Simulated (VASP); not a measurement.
Wanted: the native input for a VASP 6.6.1 run.

| Item | Value |
| --- | --- |
| Task | single point |
| Functional | LDA |
| Potentials or basis | VASP PAW LDA potentials, release 64 (Mg, O) |
| Cutoff | 520 eV |
| k mesh | 6 × 6 × 6 |
| Occupations | gaussian, width 0.05 eV |
| Spin | no spin polarisation |
| Dipole correction | no |
| Further INCAR settings | ALGO = Normal; EDIFF = 1e-06; NBANDS = 26 |

The structure of MgO lies in POSCAR:

```
MgO
1.0
    4.1607146133      0.0000000000      0.0000000000
    0.0000000000     -4.1607146133      0.0000000000
    0.0000000000      0.0000000000     -4.1607146133
Mg O
4 4
Direct
   -0.0706985334      1.0706985334      1.0749871186
    0.5000000000      0.5000000000      1.0000000000
    0.5000000000      1.0000000000      0.5000000000
    0.0000000000      0.5000000000      0.5000000000
    0.5000000000      0.0000000000      0.0000000000
    0.0000000000      0.5000000000      0.0000000000
    0.0000000000      0.0000000000      0.5000000000
    0.5000000000      0.5000000000      0.5000000000
```

This cell differs from its parent crystal: atom 1 (Mg) moved by -0.416 Å along [1 1 0] and -0.312 Å along [0 0 1].

These files were run (other wordings do the same):

INCAR

```
SYSTEM = MgO
PREC     = Accurate       ! precision mode
ENCUT    = 520            ! plane-wave cutoff, eV
EDIFF    = 1E-6           ! SCF threshold, eV
ISMEAR   = 0              ! smearing method
SIGMA    = 0.05           ! smearing width, eV
LREAL    = .False.        ! projectors in reciprocal space
LASPH    = .True.         ! aspherical terms in the spheres
NELM     = 60             ! most SCF steps
ALGO     = Normal         ! electronic algorithm
ISIF     = 2              ! what is computed and relaxed
LWAVE    = .False.        ! write WAVECAR
LCHARG   = .False.        ! write CHGCAR
NBANDS   = 26             ! bands
```

KPOINTS

```
Automatic mesh
0
Gamma
  6 6 6
  0 0 0
```

Potentials or basis: VASP PAW LDA potentials, release 64 (Mg, O).

Run with:

```sh
$ cat potpaw_LDA.64/Mg/POTCAR potpaw_LDA.64/O/POTCAR > POTCAR
$ mpirun -np 1 vasp_std > vasp.out
```

It gave:

- Pressure: 6.6 GPa
- Largest force: 5.724 eV/Å
- Band gap on the k mesh: 4.93 eV

Caveat: the cell differs from its parent crystal (atom 1 (Mg) moved by -0.416 Å along [1 1 0] and -0.312 Å along [0 0 1]); the cell stands under pressure; forces of over 1 eV/Å act on the atoms, so gaps and moduli don't describe the material at rest.

It took 75 s on 1 thread of AMD EPYC 7R13 Processor (Zen 3), with other jobs on the host, peak memory 0.19 GiB.
